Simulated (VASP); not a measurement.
Runs of VASP 6.6.1 on Br. The structure is that of space group Fm-3m (No. 225), or close to it. The cells are those of the table. 

| task | cell | cutoff (eV) | gap on the mesh (eV) | pressure (GPa) |
| --- | --- | --- | --- | --- |
| single point | a = 3.340 Å, angles 60.0°, 1 atom | 520 | none | (a) |
| single point | a = 3.362 Å, angles 60.0°, 1 atom | 520 | none | -0.5 |
| single point | a = 3.318 Å, angles 60.0°, 1 atom | 520 | none | 0.6 |
| relaxation of cell and atoms | relaxed from a = 3.330 Å, angles 60.0°, 1 atom | 500 | none | 0.1 |

Alike in all rows: level PBE; potentials or basis VASP PAW PBE potentials, release 64 (Br); no spin polarisation; k mesh 8 × 8 × 8; smearing fermi-dirac 0.02 eV.

Estimate the missing entries.

(a) 0.0.

Caveats: an odd number of electrons without spin polarisation forces a metal; a magnetic or distorted state may lie lower.

A k mesh can miss the band edges, and the runs leave out spin-orbit coupling on Br.

A gap of «none» marks levels without a gap at the run's occupations.
